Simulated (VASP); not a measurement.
# Al12H in VASP: a series of runs

Runs on Al12H. Level: PBE+D3(BJ). Tasks: single point.

Everything below comes from runs of VASP 6.6.1. Logs are shortened: lines on timing, memory, paths and dates and some standing lists are left out, and cuts for length are marked.

**1. The cell of the first run**

The cell holds a slab with vacuum, 13 atoms: a = 5.631 Å, b = 5.631 Å, c = 21.668 Å, α = 90.00°, β = 90.00°, γ = 120.00°.

**2. Single point, PBE+D3(BJ)**

File INCAR:

```
  PREC = Accurate
  ENCUT = 520
  EDIFF = 1E-6
  ISMEAR = 0
  SIGMA = 0.1
  LREAL = False
  LASPH = True
  NELM = 60
  ALGO = Normal
  ISIF = 2
  LWAVE = False
  LCHARG = True
  LDIPOL = True
  IDIPOL = 3
  DIPOL = 0.5 0.5 0.308
  GGA = PE
  IVDW = 12
  LELF = True
  LVHAR = True
  LVACPOTAV = True
  NBANDS = 30
```

File KPOINTS:

```
Automatic mesh
0
Gamma
  6 6 1
```

File POSCAR:

```
Al12H
1.0
    5.6314608543      0.0000000000      0.0000000000
   -2.8157304272      4.8769881603      0.0000000000
    0.0000000000      0.0000000000     21.6684292099
Al H
12 1
Direct
    0.3333333333      0.1666666667      0.1846003677
    0.3333333333      0.6666666667      0.1846003677
    0.8333333333      0.1666666667      0.1846003677
    0.8333333333      0.6666666667      0.1846003677
    0.1666666667      0.3333333333      0.2900502825
    0.1666666667      0.8333333333      0.2900502825
    0.6666666667      0.3333333333      0.2900502825
    0.6666666667      0.8333333333      0.2900502825
    0.0000000000      0.0000000000      0.3954337957
    0.0000000000      0.5000000000      0.3954337957
    0.5000000000      0.0000000000      0.3954337957
    0.5000000000      0.5000000000      0.3954337957
    0.0000000000      0.0000000000      0.5246540531
```

Potentials or basis: VASP PAW PBE potentials, release 64 (Al, H).

The run is started by

```sh
$ cat potpaw_PBE.64/Al/POTCAR potpaw_PBE.64/H/POTCAR > POTCAR
$ mpirun -np 1 vasp_std > vasp.out
```

OUTCAR:

```text
PREC = Accurate
   ENCUT = 520
   EDIFF = 1E-6
   ISMEAR = 0
   LREAL = False
   LASPH = True
   NELM = 60
   ISIF = 2
   GGA = PE
   IVDW = 12
 IVDW          = 12

 ion  position               nearest neighbor table
   1  0.333  0.167  0.185-   5 2.80   7 2.80   6 2.80   3 2.82   3 2.82   4 2.82   4 2.82   2 2.82
                             2 2.82
   2  0.333  0.667  0.185-   6 2.80   8 2.80   5 2.80   4 2.82   4 2.82   3 2.82   3 2.82   1 2.82
                             1 2.82
   3  0.833  0.167  0.185-   7 2.80   5 2.80   8 2.80   1 2.82   1 2.82   2 2.82   2 2.82   4 2.82
                             4 2.82
   4  0.833  0.667  0.185-   8 2.80   6 2.80   7 2.80   2 2.82   2 2.82   1 2.82   1 2.82   3 2.82
                             3 2.82
   5  0.167  0.333  0.290-  12 2.80   9 2.80  10 2.80   1 2.80   3 2.80   2 2.80   7 2.82   7 2.82
                             8 2.82   8 2.82   6 2.82   6 2.82
   6  0.167  0.833  0.290-  11 2.80  10 2.80   9 2.80   2 2.80   4 2.80   1 2.80   8 2.82   8 2.82
                             7 2.82   7 2.82   5 2.82   5 2.82
   7  0.667  0.333  0.290-  10 2.80  11 2.80  12 2.80   3 2.80   1 2.80   4 2.80   5 2.82   5 2.82
                             6 2.82   6 2.82   8 2.82   8 2.82
   8  0.667  0.833  0.290-   9 2.80  12 2.80  11 2.80   4 2.80   2 2.80   3 2.80   6 2.82   6 2.82
                             5 2.82   5 2.82   7 2.82   7 2.82
   9  0.000  0.000  0.395-   8 2.80   5 2.80   6 2.80  11 2.82  11 2.82  12 2.82  12 2.82  10 2.82
                            10 2.82
  10  0.000  0.500  0.395-   7 2.80   6 2.80   5 2.80  12 2.82  12 2.82  11 2.82  11 2.82   9 2.82
                             9 2.82
  11  0.500  0.000  0.395-   6 2.80   7 2.80   8 2.80   9 2.82   9 2.82  10 2.82  10 2.82  12 2.82
                            12 2.82
  12  0.500  0.500  0.395-   5 2.80   8 2.80   7 2.80  10 2.82  10 2.82   9 2.82   9 2.82  11 2.82
                            11 2.82
  13  0.000  0.000  0.525-

  LATTYP: Found a hexagonal cell.
 ALAT       =     5.6314608543
 C/A-ratio  =     3.8477456863

  Lattice vectors:

 A1 = (   5.6314608543,   0.0000000000,   0.0000000000)
 A2 = (  -2.8157304272,   4.8769881603,   0.0000000000)
 A3 = (   0.0000000000,   0.0000000000,  21.6684292099)

Analysis of symmetry for initial positions (statically):
=====================================================================
 Subroutine PRICEL returns:
 Original cell was already a primitive cell.

 Routine SETGRP: Setting up the symmetry group for a
 hexagonal supercell.

 Subroutine GETGRP returns: Found  6 space group operations
 (whereof  6 operations were pure point group operations)
 out of a pool of 24 trial point group operations.

The static configuration has the point symmetry C_3v.

Analysis of symmetry for dynamics (positions and initial velocities):
=====================================================================
 Subroutine PRICEL returns:
 Original cell was already a primitive cell.

 Routine SETGRP: Setting up the symmetry group for a
 hexagonal supercell.

 Subroutine GETGRP returns: Found  6 space group operations
 (whereof  6 operations were pure point group operations)
 out of a pool of 24 trial point group operations.

The dynamic configuration has the point symmetry C_3v.

 Subroutine INISYM returns: Found  6 space group operations
 (whereof  6 operations are pure point group operations),
 and found     1 'primitive' translations

----------------------------------------------------------------------------------------

                                     Primitive cell

  volume of cell :     595.1140

  direct lattice vectors                    reciprocal lattice vectors
     5.631460854  0.000000000  0.000000000     0.177573817  0.102522291  0.000000000
    -2.815730427  4.876988160  0.000000000     0.000000000  0.205044582  0.000000000
     0.000000000  0.000000000 21.668429210     0.000000000  0.000000000  0.046150092

  length of vectors
     5.631460854  5.631460854 21.668429210     0.205044582  0.205044582  0.046150092

  position of ions in fractional coordinates (direct lattice)
     0.333333333  0.166666667  0.184600368
     0.333333333  0.666666667  0.184600368
     0.833333333  0.166666667  0.184600368
     0.833333333  0.666666667  0.184600368
     0.166666667  0.333333333  0.290050282
     0.166666667  0.833333333  0.290050282
     0.666666667  0.333333333  0.290050282
     0.666666667  0.833333333  0.290050282
     0.000000000  0.000000000  0.395433796
     1.000000000  0.500000000  0.395433796
[... 42 lines left out ...]
 ===========================================

 Found      7 irreducible k-points:

 Following reciprocal coordinates:
            Coordinates               Weight
  0.000000  0.000000  0.000000      1.000000
  0.166667  0.000000  0.000000      6.000000
  0.333333  0.000000  0.000000      6.000000
  0.500000  0.000000  0.000000      3.000000
  0.166667  0.166667  0.000000      6.000000
  0.333333  0.166667  0.000000     12.000000
  0.333333  0.333333  0.000000      2.000000
   k-points           NKPTS =      7   k-points in BZ     NKDIM =      7   number of bands    NBANDS=     30
   number of dos      NEDOS =    301   number of ions     NIONS =     13
   total plane-waves  NPLWV = 285768
   dimension x,y,z NGX =    42 NGY =   42 NGZ =  162
   dimension x,y,z NGXF=    84 NGYF=   84 NGZF=  324
   ions per type =              12   1
   NGX,Y,Z   is equivalent  to a cutoff of  12.40, 12.40, 12.43 a.u.
   NGXF,Y,Z  is equivalent  to a cutoff of  24.80, 24.80, 24.86 a.u.
 SYSTEM =  unknown system
   PREC   = accura    normal or accurate (medium, high low for compatibility)
   ISTART =      0    job   : 0-new  1-cont  2-samecut
   ICHARG =      2    charge: 1-file 2-atom 10-const
   ISPIN  =      1    spin polarized calculation?
   LNONCOLLINEAR =      F non collinear calculations
   LSORBIT =      F    spin-orbit coupling
   LASPH  =      T    aspherical Exc in radial PAW
   ENCUT  =  520.0 eV  38.22 Ry    6.18 a.u.  10.47 10.47 40.29*2*pi/ulx,y,z
   NELM   =     60;   NELMIN=  2; NELMDL= -5     # of ELM steps
   EDIFF  = 0.1E-05   stopping-criterion for ELM
   LREAL  =      F    real-space projection
   EDIFFG = 0.1E-04   stopping-criterion for IOM
   NSW    =      0    number of steps for IOM
   IBRION =     -1    ionic relax: 0-MD 1-quasi-New 2-CG
   NFREE  =      0    steps in history (QN), initial steepest desc. (CG)
   ISIF   =      2    stress and relaxation
   ISYM   =      2    0-nonsym 1-usesym 2-fastsym
   POTIM  = 0.5000    time-step for ionic-motion
   TEBEG  =    0.0;   TEEND  =   0.0 temperature during run
   PSTRESS=    0.0 pullay stress
   NELECT =      37.0000    total number of electrons
   NUPDOWN=      -1.0000    fix difference up-down
   EMIN   =  10.00;   EMAX   =-10.00  energy-range for DOS
   EFERMI =   0.00;   METHOD = LEGACY
   ISMEAR =     0;   SIGMA  =   0.10  broadening in eV -4-tet -1-fermi 0-gaus
   EFERMI_NEDOS =   21; number of points for ismear=-14 and -15
   IALGO  =     38    algorithm
   IMIX   =      4    mixing-type and parameters
     AMIX     =   0.40;   BMIX     =  1.00
     AMIX_MAG =   1.60;   BMIX_MAG =  1.00
  volume/ion in A,a.u.               =      45.78       308.93
  Fermi-wavevector in a.u.,A,eV,Ry     =   0.648548  1.225578  5.722805  0.420614
  Thomas-Fermi vector in A             =   1.717216
   LORBIT       =      0    0 simple, 1 ext, 2 COOP (PROOUT), +10 PAW based schemes
   GGA     = PE    functional components
   LHFCALC =     F    Hartree Fock is set to
   AEXX    =    0.0000 exact exchange contribution
   IVDW    =    12    specifies the selected vdW correction
   LEPSILON=     F    determine dielectric tensor
   LRPA    =     F    only Hartree local field effects (RPA)
 non-spin polarized calculation
 Gauss-broadening in eV      SIGMA  =   0.10
  energy-cutoff  :      520.00
  volume of cell :      595.11
 maximum number of plane-waves:     16060
 NGX is ok and might be reduce to    42
   NGX = 21   NGY = 21   NGZ = 81

 dipolmoment           0.000000      0.000000     -0.214419 electrons x Angstroem

 number of electron      37.0000000 magnetization

 dipolmoment           0.000000      0.000000      0.291350 electrons x Angstroem

 Free energy of the ion-electron system (eV)
  ---------------------------------------------------
  ext. energy  EPLUGINS =         0.00000000
  ---------------------------------------------------
  free energy    TOTEN  =       -43.37760926 eV

  energy without entropy =      -43.33915246  energy(sigma->0) =      -43.35838086

 E-fermi :  -0.5142     XC(G=0):  -4.3555

 val. band max:       -0.5181675405   @ k =   0.0000   0.0000   0.0000
 cond. band min:      -0.4641412301   @ k =   0.3333   0.3333   0.0000
 fundamental gap:      0.0540263104
 Fermi energy:        -0.5141711563

 k-point     1 :       0.0000    0.0000    0.0000
  band No.  band energies     occupation
      1     -11.3717      2.00000
      2      -9.6097      2.00000
      3      -6.8336      2.00000
      4      -5.3676      2.00000
      5      -5.3550      2.00000
      6      -5.3550      2.00000
[... 220 lines left out ...]
     29       2.9722      0.00000
     30       2.9770      0.00000

------------------------ aborting loop because EDIFF is reached ----------------------------------------

 Edisp (eV)   -2.91484

 E8    (eV) :    -1.3537

  FORCE on cell =-STRESS in cart. coord.  units (eV):
  Direction    XX          YY          ZZ          XY          YZ          ZX
  --------------------------------------------------------------------------------------
  -------------------------------------------------------------------------------------
  Total      -2.68216    -2.68216    -1.86918     0.00000     0.00000     0.00000
  in kB      -7.22097    -7.22097    -5.03223     0.00000     0.00000     0.00000
  external pressure =       -6.49 kB  Pullay stress =        0.00 kB

 VOLUME and BASIS-vectors are now :
 -----------------------------------------------------------------------------
  energy-cutoff  :      520.00
  volume of cell :      595.11
      direct lattice vectors                 reciprocal lattice vectors
     5.631460854  0.000000000  0.000000000     0.177573817  0.102522291  0.000000000
    -2.815730427  4.876988160  0.000000000     0.000000000  0.205044582  0.000000000
     0.000000000  0.000000000 21.668429210     0.000000000  0.000000000  0.046150092

 POSITION                                       TOTAL-FORCE (eV/Angst)
 -----------------------------------------------------------------------------------
      1.40787      0.81283      4.00000         0.046076      0.026602     -0.104782
     -0.00000      3.25133      4.00000         0.000000      0.000000     -0.060079
      4.22360      0.81283      4.00000        -0.046076      0.026602     -0.104782
      2.81573      3.25133      4.00000         0.000000     -0.053204     -0.104782
      0.00000      1.62566      6.28493        -0.000000      0.120125      0.015018
     -1.40787      4.06416      6.28493         0.104031     -0.060063      0.015018
      2.81573      1.62566      6.28493         0.000000      0.000000     -0.069237
      1.40787      4.06416      6.28493        -0.104031     -0.060063      0.015018
      0.00000      0.00000      8.56843         0.000000      0.000000      1.456775
     -1.40787      2.43849      8.56843        -0.017026     -0.009830      0.077107
      2.81573      0.00000      8.56843        -0.000000      0.019659      0.077107
      1.40787      2.43849      8.56843         0.017026     -0.009830      0.077107
      0.00000      0.00000     11.36843         0.000000      0.000000     -1.289489
 -----------------------------------------------------------------------------------
    total drift:                                0.000000     -0.000000      0.000027

  FREE ENERGIE OF THE ION-ELECTRON SYSTEM (eV)
  ---------------------------------------------------
  free  energy   TOTEN  =       -46.2924463219 eV

  energy  without entropy=      -46.2539895154  energy(sigma->0) =      -46.27321792

 vacuum level on the upper side and lower side of the slab         5.357         3.437
```

Run time: 3.3 min. Hardware: 1 thread of Intel Xeon 6975P-C (Granite Rapids), shared host; peak memory 0.6 GiB.

Results:

```
Free energy                : -46.2924 eV
Largest force              : 1.457 eV/Å
Band gap on the k mesh     : zero (an odd number of electrons rules out a gap without spin polarisation)
Dispersion energy per atom : -0.224 eV
```

Forces on the atoms (eV/Å):
```
Al   0.046  0.027 -0.105
Al   0.000  0.000 -0.060
Al  -0.046  0.027 -0.105
Al   0.000 -0.053 -0.105
Al   0.000  0.120  0.015
Al   0.104 -0.060  0.015
Al   0.000  0.000 -0.069
Al  -0.104 -0.060  0.015
Al   0.000  0.000  1.457
Al  -0.017 -0.010  0.077
Al   0.000  0.020  0.077
Al   0.017 -0.010  0.077
H    0.000  0.000 -1.289
```

**3. Single point, PBE+D3(BJ)**

File INCAR:

```
ALGO = Normal
DIPOL = 0.5 0.5 0.308
EDIFF = 1E-6
ENCUT = 520
GGA = PE
IDIPOL = 3
ISIF = 2
ISMEAR = 0
IVDW = 12
LASPH = True
LCHARG = True
LDIPOL = True
LELF = True
LREAL = False
LVACPOTAV = True
LVHAR = True
LWAVE = False
NBANDS = 30
NELM = 80
PREC = Accurate
SIGMA = 0.1
```

File KPOINTS:

```
k-points
0
Gamma
  6 6 1
```

POSCAR: that of step 2 with these lines changed.

```diff
@@ -20,2 +20,2 @@
     0.5000000000      0.5000000000      0.3954337957
-    0.0000000000      0.0000000000      0.5246540531
+    0.1666666667      0.3333333333      0.5246540531
```

Potentials or basis: VASP PAW PBE potentials, release 64 (Al, H).

The run is started by

```sh
$ cat potpaw_PBE.64/Al/POTCAR potpaw_PBE.64/H/POTCAR > POTCAR
$ mpirun -np 1 vasp_std > vasp.out
```

Wall time 3.5 min (1 thread of Intel Xeon 6975P-C (Granite Rapids), shared host); peak memory 0.64 GiB.

It converged, with:

| Quantity | Value |
| --- | --- |
| Free energy | -46.1578 eV |
| Largest force | 1.031 eV/Å |
| Band gap on the k mesh | zero (an odd number of electrons rules out a gap without spin polarisation) |
| Dispersion energy per atom | -0.224 eV |

Forces in eV/Å, atoms in the order of the input:
```
Al   0.107 -0.062 -0.073
Al   0.000  0.124 -0.073
Al  -0.107 -0.062 -0.073
Al   0.000  0.000 -0.125
Al   0.000  0.000  0.133
Al  -0.045 -0.026 -0.074
Al   0.000  0.052 -0.074
Al   0.045 -0.026 -0.074
Al   0.000  0.126  0.466
Al   0.109 -0.063  0.466
Al   0.000  0.000  0.064
Al  -0.109 -0.063  0.466
H    0.000  0.000 -1.031
```

Levels at points of the mesh, in eV from the Fermi level:
```csv
k point,band 15,band 16,band 17,band 18,band 19,band 20,band 21,band 22,band 23,band 24
"(0.00, 0.00, 0.00)",-2.79,-2.78,-0.66,-0.36,-0.36,-0.35,-0.13,-0.13,-0.01,1.05
"(0.50, 0.00, 0.00)",-0.54,-0.53,-0.20,-0.17,-0.09,0.97,0.97,1.33,1.38,1.76
```

**4. Single point, PBE+D3(BJ)**

File INCAR:

```
SYSTEM = Al12H
PREC = Accurate ; ENCUT = 520
EDIFF = 1E-7 ; ISMEAR = 0
SIGMA = 0.1 ; LREAL = .FALSE.
LASPH = .TRUE. ; NELM = 60
ALGO = Normal ; ISIF = 2
LWAVE = .FALSE. ; LCHARG = .FALSE.
LDIPOL = .TRUE. ; IDIPOL = 3
DIPOL = 0.5 0.5 0.308 ; GGA = PE
IVDW = 12 ; NBANDS = 30
```

File KPOINTS:

```
Automatic mesh
0
G
  6 6 1
  0 0 0
```

POSCAR: that of step 3 with these lines changed.

```diff
@@ -20,2 +20,2 @@
     0.5000000000      0.5000000000      0.3954337957
-    0.1666666667      0.3333333333      0.5246540531
+    0.3333333333      0.1666666667      0.5246540531
```

The run is started by

```sh
$ cat potpaw_PBE.64/Al/POTCAR potpaw_PBE.64/H/POTCAR > POTCAR
$ mpirun -np 1 vasp_std > vasp.out
```

Wall time 3.1 min (1 thread of Intel Xeon 6975P-C (Granite Rapids), shared host); peak memory 0.63 GiB.

It converged, with:

| Quantity | Value |
| --- | --- |
| Free energy | -46.1743 eV |
| Largest force | 1.051 eV/Å |
| Band gap on the k mesh | zero (an odd number of electrons rules out a gap without spin polarisation) |
| Dispersion energy per atom | -0.224 eV |

Forces in eV/Å, atoms in the order of the input:
```
Al   0.000  0.000 -0.010
Al  -0.037 -0.021 -0.124
Al   0.000  0.043 -0.124
Al   0.037 -0.021 -0.124
Al  -0.008  0.004  0.016
Al   0.000 -0.009  0.016
Al   0.008  0.004  0.016
Al   0.000  0.000 -0.097
Al   0.028  0.016  0.459
Al   0.000  0.000  0.104
Al  -0.028  0.016  0.459
Al   0.000 -0.033  0.459
H    0.000  0.000 -1.051
```

Levels at points of the mesh, in eV from the Fermi level:
```
           k point  band 15  band 16  band 17  band 18  band 19  band 20  band 21  band 22  band 23  band 24
(0.00, 0.00, 0.00)    -2.78    -2.78    -0.71    -0.35    -0.35    -0.20    -0.13    -0.13    -0.11     1.04
(0.50, 0.00, 0.00)    -0.54    -0.53    -0.27    -0.17    -0.02     0.98     0.99     1.33     1.37     1.76
```

**5. Summary**

| cell | gap on the mesh (eV) | largest force (eV/Å) |
| --- | --- | --- |
| as given, atomic positions A | none | 1.46 |
| as given, atomic positions B | none | 1.03 |
| as given, atomic positions C | none | 1.05 |

Alike in all rows: task single point; level PBE+D3(BJ); potentials or basis VASP PAW PBE potentials, release 64 (Al, H); no spin polarisation; k mesh 6 × 6 × 1; cutoff (eV) 520; smearing gaussian 0.1 eV.

Total energies depend on the potentials used, so only differences within one code and one set of settings carry meaning.
